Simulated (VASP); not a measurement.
Set up this calculation in VASP 6.6.1, as the native input.

```yaml
Task: single point
Functional: r2SCAN
Potentials_or_basis: VASP PAW PBE potentials, release 64 (Co)
Cutoff: 520 eV
k_mesh: 20 × 20 × 20
Occupations: gaussian, width 0.05 eV
Spin: no spin polarisation
Dipole_correction: no
Further_INCAR_settings: ALGO = Normal; EDIFF = 1e-06; NBANDS = 10
```

Crystal: Co.

```
Co
1.0
    -1.39887    1.39887    1.39887
     1.39887   -1.39887    1.39887
     1.39887    1.39887   -1.39887
Co
1
Direct
  0.00000 0.00000 0.00000
```

This isn't the form of Co at room conditions, which is hcp.

These files were run (other wordings do the same):

POSCAR

```
Co
1.0
   -1.3988693441      1.3988693441      1.3988693441
    1.3988693441     -1.3988693441      1.3988693441
    1.3988693441      1.3988693441     -1.3988693441
Co
1
Direct
    0.0000000000      0.0000000000      0.0000000000
```

INCAR.step1

```
SYSTEM = Co
PREC     = Accurate       ! precision mode
ENCUT    = 520            ! plane-wave cutoff, eV
ISMEAR   = 0              ! smearing method
SIGMA    = 0.05           ! smearing width, eV
LREAL    = .False.        ! projectors in reciprocal space
LASPH    = .True.         ! aspherical terms in the spheres
NELM     = 60             ! most SCF steps
NBANDS   = 10             ! bands
GGA      = PE             ! functional
ALGO     = Normal         ! electronic algorithm
EDIFF    = 1E-4           ! SCF threshold, eV
LWAVE    = .True.         ! write WAVECAR
LCHARG   = .False.        ! write CHGCAR
```

INCAR.step2

```
SYSTEM = Co
PREC     = Accurate       ! precision mode
ENCUT    = 520            ! plane-wave cutoff, eV
EDIFF    = 1E-6           ! SCF threshold, eV
ISMEAR   = 0              ! smearing method
SIGMA    = 0.05           ! smearing width, eV
LREAL    = .False.        ! projectors in reciprocal space
LASPH    = .True.         ! aspherical terms in the spheres
NELM     = 60             ! most SCF steps
ALGO     = Normal         ! electronic algorithm
ISIF     = 2              ! what is computed and relaxed
LWAVE    = .False.        ! write WAVECAR
LCHARG   = .False.        ! write CHGCAR
METAGGA  = R2SCAN         ! meta-GGA
LMIXTAU  = .True.       
NBANDS   = 10             ! bands
ISTART   = 1
```

KPOINTS

```
regular mesh
0
Gamma
  20 20 20
  0 0 0
```

Potentials or basis: VASP PAW PBE potentials, release 64 (Co).

Command:

```console
$ cat potpaw_PBE.64/Co/POTCAR > POTCAR
$ cp INCAR.step1 INCAR
$ mpirun -np 1 vasp_std > vasp.out
$ cp INCAR.step2 INCAR
$ mpirun -np 1 vasp_std > vasp.out
```

It gave:

```yaml
Pressure: -17.1 GPa
Band_gap_on_the_k_mesh: zero (an odd number of electrons rules out a gap without spin polarisation)
```

Caveat: the cell stands under tension; the PAW data sets were made with another functional, which shifts forces and pressure a little; the run has no spin polarisation, though such a crystal can be magnetic.

Run time: 36 s on 1 thread of Intel(R) Xeon(R) 6975P-C (Granite Rapids), with other jobs on the host, peak memory 0.15 GiB.
